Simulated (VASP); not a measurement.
# AlN (Fm-3m) in VASP: notebook

AlN is run at these levels: HSE06; tasks: single point.

Program: VASP 6.6.1. These are calculated values, not measurements. Logs are shortened: lines on timing, memory, paths and dates and some standing lists are left out, and cuts for length are marked.

**1. The cell of the first run**

It takes space group Fm-3m (No. 225, cubic). The conventional cell has a = 3.957 Å, b = 3.957 Å, c = 3.957 Å, α = 90.00°, β = 90.00°, γ = 90.00°. Al (site symmetry m-3m) has 6 N at 1.98 Å within 2.6 Å. N (site symmetry m-3m) has 6 Al at 1.98 Å within 2.6 Å.

**2. Single point, HSE06 (strain -2.0%)**

File POSCAR:

```
AlN
1.0
    0.0000000000      1.9784910831      1.9784910831
    1.9784910831      0.0000000000      1.9784910831
    1.9784910831      1.9784910831      0.0000000000
Al N
1 1
Direct
    0.0000000000      0.0000000000      0.0000000000
    0.5000000000      0.5000000000      0.5000000000
```

File INCAR.step1:

```
  PREC = Accurate
  ENCUT = 520
  EDIFF = 1E-5
  ISMEAR = 0
  SIGMA = 0.01
  LREAL = False
  LASPH = True
  NELM = 60
  ALGO = Normal
  ISIF = 2
  LWAVE = True
  LCHARG = False
  NBANDS = 11
  GGA = PE
```

File INCAR.step2:

```
  PREC = Accurate
  ENCUT = 520
  EDIFF = 1E-6
  ISMEAR = 0
  SIGMA = 0.01
  LREAL = False
  LASPH = True
  NELM = 60
  ALGO = Normal
  ISIF = 2
  LWAVE = False
  LCHARG = False
  GGA = PE
  LHFCALC = True
  HFSCREEN = 0.2079
  PRECFOCK = Normal
  NBANDS = 11
  ISTART = 1
```

File KPOINTS:

```
Automatic mesh
0
Gamma
  8 8 8
```

Potentials or basis: VASP PAW PBE potentials, release 64 (Al, N).

Started as:

```console
cat potpaw_PBE.64/Al/POTCAR potpaw_PBE.64/N/POTCAR > POTCAR
cp INCAR.step1 INCAR
mpirun -np 1 vasp_std > vasp.out
cp INCAR.step2 INCAR
mpirun -np 1 vasp_std > vasp.out
```

OUTCAR:

```text
PREC = Accurate
   ENCUT = 520
   EDIFF = 1E-6
   ISMEAR = 0
   LREAL = False
   LASPH = True
   NELM = 60
   ISIF = 2
   GGA = PE
   LHFCALC = True
   HFSCREEN = 0.2079
   PRECFOCK = Normal
   ISTART = 1

 ion  position               nearest neighbor table
   1  0.000  0.000  0.000-   2 1.98   2 1.98   2 1.98   2 1.98   2 1.98   2 1.98
   2  0.500  0.500  0.500-   1 1.98   1 1.98   1 1.98   1 1.98   1 1.98   1 1.98

  LATTYP: Found a face centered cubic cell.
 ALAT       =     3.9569821662

  Lattice vectors:

 A1 = (   0.0000000000,   1.9784910831,   1.9784910831)
 A2 = (   1.9784910831,   0.0000000000,   1.9784910831)
 A3 = (   1.9784910831,   1.9784910831,   0.0000000000)

Analysis of symmetry for initial positions (statically):
=====================================================================
 Subroutine PRICEL returns:
 Original cell was already a primitive cell.

 Routine SETGRP: Setting up the symmetry group for a
 face centered cubic supercell.

 Subroutine GETGRP returns: Found 48 space group operations
 (whereof 48 operations were pure point group operations)
 out of a pool of 48 trial point group operations.

The static configuration has the point symmetry O_h .

Analysis of symmetry for dynamics (positions and initial velocities):
=====================================================================
 Subroutine PRICEL returns:
 Original cell was already a primitive cell.

 Routine SETGRP: Setting up the symmetry group for a
 face centered cubic supercell.

 Subroutine GETGRP returns: Found 48 space group operations
 (whereof 48 operations were pure point group operations)
 out of a pool of 48 trial point group operations.

The dynamic configuration has the point symmetry O_h .

 Subroutine INISYM returns: Found 48 space group operations
 (whereof 48 operations are pure point group operations),
 and found     1 'primitive' translations

----------------------------------------------------------------------------------------

                                     Primitive cell

  volume of cell :      15.4893

  direct lattice vectors                    reciprocal lattice vectors
     0.000000000  1.978491083  1.978491083    -0.252717844  0.252717844  0.252717844
     1.978491083  0.000000000  1.978491083     0.252717844 -0.252717844  0.252717844
     1.978491083  1.978491083  0.000000000     0.252717844  0.252717844 -0.252717844

  length of vectors
     2.798008923  2.798008923  2.798008923     0.437720145  0.437720145  0.437720145

  position of ions in fractional coordinates (direct lattice)
     0.000000000  0.000000000  0.000000000
     0.500000000  0.500000000  0.500000000

  ion indices of the primitive-cell ions
   primitive index   ion index
                 1           1
                 2           2

----------------------------------------------------------------------------------------

 KPOINTS: Automatic mesh

Automatic generation of k-mesh.
 Grid dimensions read from file:
 generate k-points for:    8    8    8

 Generating k-lattice:

  Cartesian coordinates                     Fractional coordinates (reciprocal lattice)
    -0.031589730  0.031589730  0.031589730     0.125000000  0.000000000  0.000000000
     0.031589730 -0.031589730  0.031589730     0.000000000  0.125000000  0.000000000
     0.031589730  0.031589730 -0.031589730     0.000000000  0.000000000  0.125000000

  Length of vectors
     0.054715018  0.054715018  0.054715018

  Shift w.r.t. Gamma in fractional coordinates (k-lattice)
     0.000000000  0.000000000  0.000000000

 Subroutine IBZKPT returns following result:
 ===========================================

 Found     29 irreducible k-points:

 Following reciprocal coordinates:
            Coordinates               Weight
  0.000000  0.000000  0.000000      1.000000
  0.125000  0.000000  0.000000      8.000000
  0.250000  0.000000  0.000000      8.000000
  0.375000  0.000000  0.000000      8.000000
  0.500000  0.000000  0.000000      4.000000
  0.125000  0.125000  0.000000      6.000000
[... 16 lines left out ...]
  0.500000  0.250000  0.125000     48.000000
 -0.375000  0.250000  0.125000     24.000000
 [... further k-points ...]
   k-points           NKPTS =     29   k-points in BZ     NKDIM =    512   number of bands    NBANDS=     11
   number of dos      NEDOS =    301   number of ions     NIONS =      2
   total plane-waves  NPLWV =  13824
   dimension x,y,z NGX =    24 NGY =   24 NGZ =   24
   dimension x,y,z NGXF=    48 NGYF=   48 NGZF=   48
   ions per type =               1   1
   NGX,Y,Z   is equivalent  to a cutoff of  14.26, 14.26, 14.26 a.u.
   NGXF,Y,Z  is equivalent  to a cutoff of  28.52, 28.52, 28.52 a.u.
 SYSTEM =  unknown system
   PREC   = accura    normal or accurate (medium, high low for compatibility)
   ISTART =      1    job   : 0-new  1-cont  2-samecut
   ICHARG =      0    charge: 1-file 2-atom 10-const
   ISPIN  =      1    spin polarized calculation?
   LNONCOLLINEAR =      F non collinear calculations
   LSORBIT =      F    spin-orbit coupling
   LASPH  =      T    aspherical Exc in radial PAW
   ENCUT  =  520.0 eV  38.22 Ry    6.18 a.u.   5.20  5.20  5.20*2*pi/ulx,y,z
   NELM   =     60;   NELMIN=  2; NELMDL=  0     # of ELM steps
   EDIFF  = 0.1E-05   stopping-criterion for ELM
   LREAL  =      F    real-space projection
   EDIFFG = 0.1E-04   stopping-criterion for IOM
   NSW    =      0    number of steps for IOM
   IBRION =     -1    ionic relax: 0-MD 1-quasi-New 2-CG
   NFREE  =      0    steps in history (QN), initial steepest desc. (CG)
   ISIF   =      2    stress and relaxation
   ISYM   =      3    0-nonsym 1-usesym 2-fastsym
   POTIM  = 0.5000    time-step for ionic-motion
   TEBEG  =    0.0;   TEEND  =   0.0 temperature during run
   PSTRESS=    0.0 pullay stress
   NELECT =       8.0000    total number of electrons
   NUPDOWN=      -1.0000    fix difference up-down
   EMIN   =  10.00;   EMAX   =-10.00  energy-range for DOS
   EFERMI =   0.00;   METHOD = LEGACY
   ISMEAR =     0;   SIGMA  =   0.01  broadening in eV -4-tet -1-fermi 0-gaus
   EFERMI_NEDOS =   21; number of points for ismear=-14 and -15
   IALGO  =     38    algorithm
   IMIX   =      1    mixing-type and parameters
     AMIX     =   0.40;   BMIX     =  1.00
     AMIX_MAG =   1.60;   BMIX_MAG =  1.00
  volume/ion in A,a.u.               =       7.74        52.26
  Fermi-wavevector in a.u.,A,eV,Ry     =   1.313492  2.482140 23.473600  1.725261
  Thomas-Fermi vector in A             =   2.443811
   LORBIT       =      0    0 simple, 1 ext, 2 COOP (PROOUT), +10 PAW based schemes
   GGA     = PE    functional components
   LHFCALC =     T    Hartree Fock is set to
   PRECFOCK=normal    Normal, Fast or Accurate (Low or Medium for compatibility)
   ENCUT4O =  -1.0   cutoff for four orbital integrals eV
   NKREDX  =     1    reduce k-point grid by
   NKREDY  =     1    reduce k-point grid by
   NKREDZ  =     1    reduce k-point grid by
   AEXX    =    0.2500 exact exchange contribution
   HFSCREEN=    0.2079 screening length (either q_TF or 0.3 A-1)
   HFSCREENC=   0.2079 screening length for correlation (either q_TF or 0.3 A-1)
   ENCUTFOCK=  -1.0 apply spherical cutoff to Coloumb kernel
   IVDW    =     0    specifies the selected vdW correction
   LEPSILON=     F    determine dielectric tensor
   LRPA    =     F    only Hartree local field effects (RPA)
 non-spin polarized calculation
 Gauss-broadening in eV      SIGMA  =   0.01
  energy-cutoff  :      520.00
  volume of cell :       15.49
 maximum number of plane-waves:       444
 NGX is ok and might be reduce to    24
  NGX = 16; NGY = 16; NGZ = 16

 number of electron       8.0000000 magnetization

 Free energy of the ion-electron system (eV)
  ---------------------------------------------------
  ext. energy  EPLUGINS =         0.00000000
  ---------------------------------------------------
  free energy    TOTEN  =       -17.08778822 eV

  energy without entropy =      -17.08778822  energy(sigma->0) =      -17.08778822

 E-fermi :   9.9980     XC(G=0): -10.2930

 val. band max:        9.9446135570   @ k =   0.0000   0.0000   0.0000
 cond. band min:      16.4702694443   @ k =   0.5000   0.5000   0.0000
 fundamental gap:      6.5256558873
 Fermi energy:         9.9980236992

 k-point     1 :       0.0000    0.0000    0.0000
  band No.  band energies     occupation
      1      -9.9045      2.00000
      2       9.9446      2.00000
      3       9.9446      2.00000
      4       9.9446      2.00000
      5      18.1933      0.00000
      6      23.9966      0.00000
      7      23.9966      0.00000
      8      23.9966      0.00000
      9      29.3691      0.00000
     10      30.1853      0.00000
     11      30.1853      0.00000

 k-point     2 :       0.1250    0.0000    0.0000
  band No.  band energies     occupation
      1      -9.5403      2.00000
      2       8.3179      2.00000
      3       9.7221      2.00000
      4       9.7221      2.00000
      5      19.0123      0.00000
      6      22.8444      0.00000
      7      24.5045      0.00000
      8      24.5045      0.00000
      9      28.3769      0.00000
     10      28.3769      0.00000
     11      31.0647      0.00000

 k-point     3 :       0.2500    0.0000    0.0000
  band No.  band energies     occupation
      1      -8.5015      2.00000
      2       5.0848      2.00000
      3       9.2389      2.00000
      4       9.2389      2.00000
      5      18.9461      0.00000
      6      23.5672      0.00000
      7      24.4474      0.00000
      8      24.4474      0.00000
      9      28.6172      0.00000
     10      28.6172      0.00000
     11      30.1206      0.00000
[... 267 lines left out ...]
 k-point    23 :       0.5000    0.2500    0.1250
  band No.  band energies     occupation
      1      -6.3304      2.00000
      2       2.6325      2.00000
      3       5.9505      2.00000
      4       7.9528      2.00000
      5      20.3426      0.00000
      6      21.3029      0.00000
      7      23.1771      0.00000
      8      25.8711      0.00000
      9      29.7052      0.00000
     10      33.0893      0.00000
     11      35.0192      0.00000

 k-point    24 :      -0.3750    0.2500    0.1250
  band No.  band energies     occupation
      1      -5.5700      2.00000
      2       1.4924      2.00000
      3       5.7005      2.00000
      4       7.6517      2.00000
      5      20.4257      0.00000
      6      20.6808      0.00000
      7      24.9687      0.00000
      8      25.2560      0.00000
      9      30.8708      0.00000
     10      32.1140      0.00000
     11      35.4442      0.00000

 [... further k-points ...]

------------------------ aborting loop because EDIFF is reached ----------------------------------------

  FORCE on cell =-STRESS in cart. coord.  units (eV):
  Direction    XX          YY          ZZ          XY          YZ          ZX
  --------------------------------------------------------------------------------------
  -------------------------------------------------------------------------------------
  Total        1.6735024      1.6735024      1.6735024     -0.0000000     -0.0000000      0.0000000
  in kB      173.1030150    173.1030150    173.1030150     -0.0000000     -0.0000000      0.0000000
  external PRESSURE =     173.1030150 kB  Pullay stress =       0.0000000 kB

 VOLUME and BASIS-vectors are now :
 -----------------------------------------------------------------------------
  energy-cutoff  :      520.00
  volume of cell :       15.49
      direct lattice vectors                 reciprocal lattice vectors
     0.000000000  1.978491083  1.978491083    -0.252717844  0.252717844  0.252717844
     1.978491083  0.000000000  1.978491083     0.252717844 -0.252717844  0.252717844
     1.978491083  1.978491083  0.000000000     0.252717844  0.252717844 -0.252717844

 POSITION                                       TOTAL-FORCE (eV/Angst)
 -----------------------------------------------------------------------------------
      0.00000      0.00000      0.00000        -0.000000      0.000000     -0.000000
      1.97849      1.97849      1.97849         0.000000     -0.000000      0.000000
 -----------------------------------------------------------------------------------
    total drift:                               -0.000006     -0.000008     -0.000008

  FREE ENERGIE OF THE ION-ELECTRON SYSTEM (eV)
  ---------------------------------------------------
  free  energy   TOTEN  =       -17.0877882203 eV

  energy  without entropy=      -17.0877882203  energy(sigma->0) =      -17.08778822
```

Run time: 6.1 min. Hardware: 1 thread of Intel Xeon 6975P-C (Granite Rapids), shared host; peak memory 0.24 GiB.

What came out:

| Item | Value |
| --- | --- |
| Free energy | -17.0878 eV |
| Pressure | 17.3 GPa |
| Band gap on the k mesh | 6.53 eV (least direct gap 8.25 eV) |

Caveat: the cell differs from its parent crystal (strain -2.0%); the cell stands under pressure; the structure was generated, so it needn't be the stable form of AlN; the PAW data sets were made with another functional, which shifts forces and pressure a little. A k mesh can miss the band edges.

(Continued in part 2 of 2.)
